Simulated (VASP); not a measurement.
# Ta4C3 (Cm) in VASP: further runs

The runs below take Ta4C3 through single point, with PBEsol.

All numbers are computed with VASP 6.6.1; they aren't measurements. Logs are shortened: lines on timing, memory, paths and dates and some standing lists are left out, and cuts for length are marked.

## (1) The cell of the first run

The structure is monoclinic, space group Cm (No. 8). Conventional cell: a = 5.375 Å, b = 3.103 Å, c = 10.174 Å, α = 90.00°, β = 92.52°, γ = 90.00°. Ta (site symmetry m) has 6 C at 2.24 to 2.25 Å and 10 Ta at 2.55 to 3.22 Å within 3.3 Å. Ta (site symmetry m) has 3 C at 1.78 to 2.36 Å within 2.4 Å. Within 2.9 Å of Ta (site symmetry m) lie 3 C at 2.17 Å. Ta (site symmetry m) has 6 C at 2.19 to 2.22 Å within 2.9 Å. Within 2.9 Å of C (site symmetry m) lie 6 Ta at 2.17 to 2.19 Å. Within 2.4 Å of C (site symmetry m) lie 6 Ta at 1.78 to 2.36 Å. Within 2.9 Å of C (site symmetry m) lie 6 Ta at 2.22 to 2.25 Å and 1 C at 2.70 Å.

## (2) Single point, PBEsol

Input file INCAR:

```
SYSTEM = Ta4C3
  PREC = Accurate
  ENCUT = 520
  EDIFF = 1E-7
  ISMEAR = 0
  SIGMA = 0.15
  LREAL = .FALSE.
  LASPH = .TRUE.
  NELM = 60
  ALGO = Normal
  ISIF = 2
  LWAVE = .FALSE.
  LCHARG = .FALSE.
  GGA = PS
  NBANDS = 37
```

Input file KPOINTS:

```
Automatic mesh
0
G
  14 14 4
  0 0 0
```

Input file POSCAR:

```
Ta4C3
1.0
   -3.1032734570      0.0000000000      0.0000000000
   -1.5516367285     -2.6875136487      0.0000000000
   -0.3880643458     -0.2240490545     10.1645109918
Ta C
4 3
Direct
    0.2944631362      0.2944631362      0.1893666186
    0.2316656787      0.2316656787      0.9426348013
   -0.0812819609     -0.0812819609      0.6981042887
    0.6058647258      0.6058647258      0.4524423133
    0.2621448893      0.2621448893      0.5770305159
    0.9721396545      0.9721396545      0.0573012258
   -0.0499999512     -0.0499999512      0.3228702664
```

Potentials or basis: VASP PAW PBE potentials, release 64 (Ta_pv, C).

Run with:

```sh
cat potpaw_PBE.64/Ta_pv/POTCAR potpaw_PBE.64/C/POTCAR > POTCAR
mpirun -np 1 vasp_std > vasp.out
```

OUTCAR:

```text
SYSTEM = Ta4C3
   PREC = Accurate
   ENCUT = 520
   EDIFF = 1E-7
   ISMEAR = 0
   LREAL = .FALSE.
   LASPH = .TRUE.
   NELM = 60
   ISIF = 2
   GGA = PS

 ion  position               nearest neighbor table
   1  0.294  0.294  0.189-   6 2.24   6 2.24   6 2.24   7 2.25   7 2.25   7 2.25   2 2.55   4 3.22
                             4 3.22   4 3.22
   2  0.232  0.232  0.943-   6 1.78   6 2.36   6 2.36   1 2.55   3 3.06   3 3.06   3 3.06
   3  0.919  0.919  0.698-   5 2.17   5 2.17   5 2.17   2 3.06   2 3.06   2 3.06   4 3.07   4 3.07
                             4 3.07
   4  0.606  0.606  0.452-   5 2.19   5 2.19   5 2.19   7 2.22   7 2.22   7 2.22   3 3.07   3 3.07
                             3 3.07   1 3.22   1 3.22   1 3.22
   5  0.262  0.262  0.577-   3 2.17   3 2.17   3 2.17   4 2.19   4 2.19   4 2.19
   6  0.972  0.972  0.057-   2 1.78   1 2.24   1 2.24   1 2.24   2 2.36   2 2.36
   7  0.950  0.950  0.323-   4 2.22   4 2.22   4 2.22   1 2.25   1 2.25   1 2.25

  LATTYP: Found a base centered monoclinic cell.
 ALAT       =     5.3750272973
 B/A-ratio  =     0.5773502692
 C/A-ratio  =     1.8928989085
 COS(beta)  =    -0.0440417955

  Lattice vectors:

 A1 = (   3.1032734570,   0.0000000000,   0.0000000000)
 A2 = (   1.5516367285,   2.6875136487,   0.0000000000)
 A3 = (  -0.3880643458,  -0.2240490545,  10.1645109918)

Analysis of symmetry for initial positions (statically):
=====================================================================
 Subroutine PRICEL returns:
 Original cell was already a primitive cell.

 Routine SETGRP: Setting up the symmetry group for a
 base centered monoclinic supercell.

 Subroutine GETGRP returns: Found  2 space group operations
 (whereof  2 operations were pure point group operations)
 out of a pool of  4 trial point group operations.

The static configuration has the point symmetry C_1h.

Analysis of symmetry for dynamics (positions and initial velocities):
=====================================================================
 Subroutine PRICEL returns:
 Original cell was already a primitive cell.

 Routine SETGRP: Setting up the symmetry group for a
 base centered monoclinic supercell.

 Subroutine GETGRP returns: Found  2 space group operations
 (whereof  2 operations were pure point group operations)
 out of a pool of  4 trial point group operations.

The dynamic configuration has the point symmetry C_1h.

 Subroutine INISYM returns: Found  2 space group operations
 (whereof  2 operations are pure point group operations),
 and found     1 'primitive' translations

----------------------------------------------------------------------------------------

                                     Primitive cell

  volume of cell :      84.7729

  direct lattice vectors                    reciprocal lattice vectors
    -3.103273457  0.000000000  0.000000000    -0.322240374  0.186045567 -0.008201739
    -1.551636728 -2.687513649  0.000000000     0.000000000 -0.372091134 -0.008201739
    -0.388064346 -0.224049055 10.164510992     0.000000000  0.000000000  0.098381516

  length of vectors
     3.103273457  3.103273457 10.174383304     0.372181515  0.372181515  0.098381516

  position of ions in fractional coordinates (direct lattice)
     0.294463136  0.294463136  0.189366619
     0.231665679  0.231665679  0.942634801
     0.918718039  0.918718039  0.698104289
     0.605864726  0.605864726  0.452442313
     0.262144889  0.262144889  0.577030516
     0.972139654  0.972139654  0.057301226
     0.950000049  0.950000049  0.322870266

  ion indices of the primitive-cell ions
   primitive index   ion index
                 1           1
                 2           2
                 3           3
                 4           4
                 5           5
                 6           6
                 7           7

----------------------------------------------------------------------------------------

 KPOINTS: Automatic mesh

Automatic generation of k-mesh.
 Grid dimensions read from file:
 generate k-points for:   14   14    4

 Generating k-lattice:

  Cartesian coordinates                     Fractional coordinates (reciprocal lattice)
    -0.023017170  0.013288969 -0.000585839     0.071428571  0.000000000 -0.000000000
     0.000000000 -0.026577938 -0.000585839     0.000000000  0.071428571 -0.000000000
     0.000000000  0.000000000  0.024595379     0.000000000  0.000000000  0.250000000

  Length of vectors
     0.026584394  0.026584394  0.024595379

  Shift w.r.t. Gamma in fractional coordinates (k-lattice)
     0.000000000  0.000000000  0.000000000

 Subroutine IBZKPT returns following result:
 ===========================================

 Found    219 irreducible k-points:

 Following reciprocal coordinates:
            Coordinates               Weight
  0.000000  0.000000  0.000000      1.000000
  0.071429  0.000000  0.000000      4.000000
  0.142857  0.000000 -0.000000      4.000000
  0.214286 -0.000000 -0.000000      4.000000
  0.285714  0.000000 -0.000000      4.000000
  0.357143  0.000000 -0.000000      4.000000
[... 16 lines left out ...]
  0.214286  0.142857 -0.000000      4.000000
  0.285714  0.142857  0.000000      4.000000
 [... further k-points ...]
   k-points           NKPTS =    219   k-points in BZ     NKDIM =    219   number of bands    NBANDS=     37
   number of dos      NEDOS =    301   number of ions     NIONS =      7
   total plane-waves  NPLWV =  46080
   dimension x,y,z NGX =    24 NGY =   24 NGZ =   80
   dimension x,y,z NGXF=    48 NGYF=   48 NGZF=  160
   ions per type =               4   3
   NGX,Y,Z   is equivalent  to a cutoff of  12.86, 12.86, 13.07 a.u.
   NGXF,Y,Z  is equivalent  to a cutoff of  25.71, 25.71, 26.14 a.u.
 SYSTEM =  Ta4C3
   PREC   = accura    normal or accurate (medium, high low for compatibility)
   ISTART =      0    job   : 0-new  1-cont  2-samecut
   ICHARG =      2    charge: 1-file 2-atom 10-const
   ISPIN  =      1    spin polarized calculation?
   LNONCOLLINEAR =      F non collinear calculations
   LSORBIT =      F    spin-orbit coupling
   LASPH  =      T    aspherical Exc in radial PAW
   ENCUT  =  520.0 eV  38.22 Ry    6.18 a.u.   5.77  5.77 18.92*2*pi/ulx,y,z
   NELM   =     60;   NELMIN=  2; NELMDL= -5     # of ELM steps
   EDIFF  = 0.1E-06   stopping-criterion for ELM
   LREAL  =      F    real-space projection
   EDIFFG = 0.1E-05   stopping-criterion for IOM
   NSW    =      0    number of steps for IOM
   IBRION =     -1    ionic relax: 0-MD 1-quasi-New 2-CG
   NFREE  =      0    steps in history (QN), initial steepest desc. (CG)
   ISIF   =      2    stress and relaxation
   ISYM   =      2    0-nonsym 1-usesym 2-fastsym
   POTIM  = 0.5000    time-step for ionic-motion
   TEBEG  =    0.0;   TEEND  =   0.0 temperature during run
   PSTRESS=    0.0 pullay stress
   NELECT =      56.0000    total number of electrons
   NUPDOWN=      -1.0000    fix difference up-down
   EMIN   =  10.00;   EMAX   =-10.00  energy-range for DOS
   EFERMI =   0.00;   METHOD = LEGACY
   ISMEAR =     0;   SIGMA  =   0.15  broadening in eV -4-tet -1-fermi 0-gaus
   EFERMI_NEDOS =   21; number of points for ismear=-14 and -15
   IALGO  =     38    algorithm
   IMIX   =      4    mixing-type and parameters
     AMIX     =   0.40;   BMIX     =  1.00
     AMIX_MAG =   1.60;   BMIX_MAG =  1.00
  volume/ion in A,a.u.               =      12.11        81.73
  Fermi-wavevector in a.u.,A,eV,Ry     =   1.425778  2.694329 27.658489  2.032842
  Thomas-Fermi vector in A             =   2.546125
   LORBIT       =      0    0 simple, 1 ext, 2 COOP (PROOUT), +10 PAW based schemes
   GGA     = PS    functional components
   LHFCALC =     F    Hartree Fock is set to
   AEXX    =    0.0000 exact exchange contribution
   IVDW    =     0    specifies the selected vdW correction
   LEPSILON=     F    determine dielectric tensor
   LRPA    =     F    only Hartree local field effects (RPA)
 non-spin polarized calculation
 Gauss-broadening in eV      SIGMA  =   0.15
  energy-cutoff  :      520.00
  volume of cell :       84.77
 maximum number of plane-waves:      2302
   NGX = 11   NGY = 11   NGZ = 37

 number of electron      56.0000001 magnetization

 Free energy of the ion-electron system (eV)
  ---------------------------------------------------
  ext. energy  EPLUGINS =         0.00000000
  ---------------------------------------------------
  free energy    TOTEN  =       -80.62355695 eV

  energy without entropy =      -80.58182130  energy(sigma->0) =      -80.60268912

 E-fermi :   7.1610     XC(G=0): -13.1115

 val. band max:        7.1588724204   @ k =  -0.2143   0.2143   0.2500
 cond. band min:       7.1610494083   @ k =  -0.2857   0.2143  -0.0000
 fundamental gap:      0.0021769880
 Fermi energy:         7.1609760012

 k-point     1 :       0.0000    0.0000    0.0000
  band No.  band energies     occupation
      1     -28.0288      2.00000
      2     -27.7287      2.00000
      3     -27.4910      2.00000
      4     -27.4888      2.00000
      5     -27.1305      2.00000
      6     -27.0379      2.00000
[... 29 lines left out ...]
     36       9.9844      0.00000
     37      10.3216      0.00000

 k-point     2 :       0.0714    0.0000    0.0000
  band No.  band energies     occupation
      1     -28.0184      2.00000
      2     -27.7271      2.00000
      3     -27.5242      2.00000
      4     -27.4981      2.00000
      5     -27.1272      2.00000
      6     -27.0676      2.00000
[... 29 lines left out ...]
     36      10.0054      0.00000
     37      10.2605      0.00000
[... 838 lines left out ...]
     36      10.7070      0.00000
     37      10.9835      0.00000

 k-point    24 :       0.2857    0.1429    0.0000
  band No.  band energies     occupation
      1     -27.9216      2.00000
      2     -27.8208      2.00000
      3     -27.7011      2.00000
      4     -27.5827      2.00000
      5     -27.3362      2.00000
      6     -27.1625      2.00000
[... 29 lines left out ...]
     36      10.9965      0.00000
     37      11.5056      0.00000

 [... further k-points ...]

------------------------ aborting loop because EDIFF is reached ----------------------------------------

  FORCE on cell =-STRESS in cart. coord.  units (eV):
  Direction    XX          YY          ZZ          XY          YZ          ZX
  --------------------------------------------------------------------------------------
  -------------------------------------------------------------------------------------
  Total        4.7609723      0.6441574     15.4996619      3.5652663      2.5458203      4.4094900
  in kB       89.9806286     12.1743382    292.9379187     67.3822240     48.1150688     83.3377417
  external PRESSURE =     131.6976285 kB  Pullay stress =       0.0000000 kB

 VOLUME and BASIS-vectors are now :
 -----------------------------------------------------------------------------
  energy-cutoff  :      520.00
  volume of cell :       84.77
      direct lattice vectors                 reciprocal lattice vectors
    -3.103273457  0.000000000  0.000000000    -0.322240374  0.186045567 -0.008201739
    -1.551636728 -2.687513649  0.000000000     0.000000000 -0.372091134 -0.008201739
    -0.388064346 -0.224049055 10.164510992     0.000000000  0.000000000  0.098381516

 POSITION                                       TOTAL-FORCE (eV/Angst)
 -----------------------------------------------------------------------------------
     -1.44419     -0.83380      1.92482        -0.537157     -0.310127      4.786139
     -1.44419     -0.83380      9.58142        -5.043678     -2.911969     -7.911800
     -4.54746     -2.62548      7.09589         0.165591      0.095604     -0.463118
     -2.99582     -1.72964      4.59885        -0.018884     -0.010903     -0.542341
     -1.44419     -0.83380      5.86523        -0.045018     -0.025991      0.365895
     -4.54746     -2.62548      0.58244         5.632655      3.252015      3.808949
     -4.54746     -2.62548      3.28182        -0.153511     -0.088629     -0.043724
 -----------------------------------------------------------------------------------
    total drift:                                0.000058      0.000034     -0.000093

  FREE ENERGIE OF THE ION-ELECTRON SYSTEM (eV)
  ---------------------------------------------------
  free  energy   TOTEN  =       -80.6235569454 eV

  energy  without entropy=      -80.5818212981  energy(sigma->0) =      -80.60268912
```

It took 9.3 min on 1 thread of Intel Xeon Platinum 8559C (Emerald Rapids), shared host; peak memory 0.59 GiB.

What came out:

```
Free energy            : -80.6236 eV
Pressure               : 13.2 GPa
Largest force          : 9.824 eV/Å
Band gap on the k mesh : zero (bands 28 and 29 overlap by 0.72 eV)
```

Forces in eV/Å, atoms in the order of the input:
```
Ta  -0.537 -0.310  4.786
Ta  -5.044 -2.912 -7.912
Ta   0.166  0.096 -0.463
Ta  -0.019 -0.011 -0.542
C   -0.045 -0.026  0.366
C    5.633  3.252  3.809
C   -0.154 -0.089 -0.044
```

Levels at points of the mesh, in eV from the Fermi level:
| k point | band 26 | band 27 | band 28 | band 29 | band 30 | band 31 |
| --- | --- | --- | --- | --- | --- | --- |
| (0.00, 0.00, 0.00) | -1.37 | -0.38 | -0.36 | 0.13 | 0.73 | 0.97 |
| (0.50, 0.00, 0.00) | -1.74 | -0.63 | 0.09 | 1.21 | 2.38 | 2.62 |
| (0.50, 0.50, 0.00) | -1.89 | -1.18 | -0.29 | 0.81 | 2.37 | 2.64 |
| (0.00, 0.00, 0.50) | -1.39 | -0.35 | -0.26 | 0.45 | 0.92 | 1.14 |
| (0.50, 0.00, 0.50) | -1.83 | -0.45 | -0.12 | 1.66 | 1.96 | 2.44 |
| (0.50, 0.50, 0.50) | -1.96 | -1.18 | 0.03 | 0.94 | 2.28 | 2.33 |

Caveat: the cell stands under pressure; the PAW data sets were made with another functional, which shifts forces and pressure a little; spin-orbit coupling is left out, which moves the levels of the heavy elements.

## (3) Single point, PBEsol

Input file INCAR:

```
SYSTEM = Ta4C3
  PREC = Accurate
  ENCUT = 520
  EDIFF = 1E-6
  ISMEAR = 0
  SIGMA = 0.15
  LREAL = .False.
  LASPH = .True.
  NELM = 100
  ALGO = Normal
  ISIF = 2
  LWAVE = .False.
  LCHARG = .True.
  GGA = PS
  LELF = .True.
  LVHAR = .True.
  NBANDS = 37
```

Input file KPOINTS:

```
Automatic mesh
0
Gamma
  14 14 4
  0 0 0
```

Input file POSCAR:

```
Ta4C3
1.0
   -3.1032734570      0.0000000000      0.0000000000
   -1.5516367285     -2.6875136487      0.0000000000
   -1.1635723827     -0.6717888284     10.1645109918
Ta C
4 3
Direct
    0.2629146576      0.2629146576      0.1893666186
    0.0746227208      0.0746227208      0.9426348013
   -0.1975861354     -0.1975861354      0.6981042887
    0.5304878364      0.5304878364      0.4524423133
    0.1660116054      0.1660116054      0.5770305159
    0.9625932703      0.9625932703      0.0573012258
   -0.1037901376     -0.1037901376      0.3228702664
```

Potentials or basis: VASP PAW PBE potentials, release 64 (Ta_pv, C).

Run with:

```sh
cat potpaw_PBE.64/Ta_pv/POTCAR potpaw_PBE.64/C/POTCAR > POTCAR
mpirun -np 1 vasp_std > vasp.out
```

OUTCAR:

```text
SYSTEM = Ta4C3
   PREC = Accurate
   ENCUT = 520
   EDIFF = 1E-6
   ISMEAR = 0
   LREAL = .False.
   LASPH = .True.
   NELM = 100
   ISIF = 2
   GGA = PS

 ion  position               nearest neighbor table
   1  0.263  0.263  0.189-   6 2.24   6 2.24   6 2.24   7 2.25   7 2.25   7 2.25   2 2.85   4 3.22
                             4 3.22   4 3.22   2 3.24   2 3.24
   2  0.075  0.075  0.943-   6 1.25   1 2.85   3 3.06   3 3.06   3 3.06   1 3.24   1 3.24
   3  0.802  0.802  0.698-   5 2.17   5 2.17   5 2.17   2 3.06   2 3.06   2 3.06   4 3.07   4 3.07
[... 1193 lines left out ...]
  Total       10.1591796      3.1500578     91.0360257      6.0700775     15.4199549     26.7081447
  in kB      192.0047641     59.5349359   1720.5474609    114.7222364    291.4314859    504.7741288
  external PRESSURE =     657.3623870 kB  Pullay stress =       0.0000000 kB

 VOLUME and BASIS-vectors are now :
 -----------------------------------------------------------------------------
  energy-cutoff  :      520.00
  volume of cell :       84.77
      direct lattice vectors                 reciprocal lattice vectors
    -3.103273457  0.000000000  0.000000000    -0.322240374  0.186045567 -0.024592100
    -1.551636728 -2.687513649  0.000000000     0.000000000 -0.372091134 -0.024592100
    -1.163572383 -0.671788828 10.164510992     0.000000000  0.000000000  0.098381516

 POSITION                                       TOTAL-FORCE (eV/Angst)
 -----------------------------------------------------------------------------------
     -1.44419     -0.83380      1.92482        -0.502771     -0.290275      2.559306
     -1.44419     -0.83380      9.58142       -24.573345    -14.187427    -79.813359
     -4.54746     -2.62548      7.09589         0.270201      0.156001      0.441951
     -2.99582     -1.72964      4.59885         0.022813      0.013171     -0.301059
     -1.44419     -0.83380      5.86523        -0.068965     -0.039817      0.428570
     -4.54746     -2.62548      0.58244        24.907921     14.380595     77.349779
     -4.54746     -2.62548      3.28182        -0.055854     -0.032247     -0.665189
 -----------------------------------------------------------------------------------
    total drift:                                0.000415      0.000240      0.000439

  FREE ENERGIE OF THE ION-ELECTRON SYSTEM (eV)
  ---------------------------------------------------
  free  energy   TOTEN  =       -63.0873266377 eV

  energy  without entropy=      -63.0582621532  energy(sigma->0) =      -63.07279440
```

OSZICAR:

```text
N       E                     dE             d eps       ncg     rms          rms(c)
DAV:   1     0.532549852525E+03    0.53255E+03   -0.29985E+04 16206   0.158E+03
DAV:   2    -0.435399802528E+02   -0.57609E+03   -0.56119E+03 17817   0.463E+02
DAV:   3    -0.751026039384E+02   -0.31563E+02   -0.31023E+02 20263   0.996E+01
DAV:   4    -0.757974358980E+02   -0.69483E+00   -0.69111E+00 20399   0.144E+01
DAV:   5    -0.758093693468E+02   -0.11933E-01   -0.11922E-01 20032   0.178E+00    0.533E+01
DAV:   6    -0.638514983246E+02    0.11958E+02   -0.69237E+01 20622   0.371E+01    0.204E+01
DAV:   7    -0.643241185329E+02   -0.47262E+00   -0.23939E+01 20935   0.220E+01    0.105E+01
DAV:   8    -0.631655067921E+02    0.11586E+01   -0.11129E+01 20746   0.114E+01    0.509E+00
DAV:   9    -0.630961384648E+02    0.69368E-01   -0.98102E-01 20373   0.503E+00    0.128E+00
DAV:  10    -0.630888421671E+02    0.72963E-02   -0.13980E-01 20251   0.222E+00    0.603E-01
DAV:  11    -0.630877001288E+02    0.11420E-02   -0.22050E-02 20286   0.733E-01    0.284E-01
DAV:  12    -0.630873822735E+02    0.31786E-03   -0.31295E-03 20344   0.413E-01    0.118E-01
DAV:  13    -0.630873411353E+02    0.41138E-04   -0.77488E-04 20905   0.170E-01    0.386E-02
DAV:  14    -0.630873265397E+02    0.14596E-04   -0.11154E-04 20348   0.555E-02    0.176E-02
DAV:  15    -0.630873273858E+02   -0.84618E-06   -0.16180E-05 19157   0.210E-02    0.638E-03
DAV:  16    -0.630873266377E+02    0.74810E-06   -0.49381E-06 17216   0.111E-02
   1 F= -.63087327E+02 E0= -.63072794E+02  d E =-.290645E-01
```

Wall time 12 min (1 thread of Intel Xeon Platinum 8559C (Emerald Rapids), shared host); peak memory 0.59 GiB.

What came out:

```yaml
Free_energy: -63.0873 eV
Pressure: 65.7 GPa
Largest_force: 84.707 eV/Å
Band_gap_on_the_k_mesh: zero (bands 28 and 29 overlap by 0.67 eV)
```

Forces in eV/Å, atoms in the order of the input:
```
Ta   -0.503  -0.290   2.559
Ta  -24.573 -14.187 -79.813
Ta    0.270   0.156   0.442
Ta    0.023   0.013  -0.301
C    -0.069  -0.040   0.429
C    24.908  14.381  77.350
C    -0.056  -0.032  -0.665
```

Caveat: atoms lie so close that the PAW spheres overlap strongly, which falsifies energies and pressures; the cell stands under pressure; the PAW data sets were made with another functional, which shifts forces and pressure a little; spin-orbit coupling is left out, which moves the levels of the heavy elements.

(Continued in part 2 of 2.)
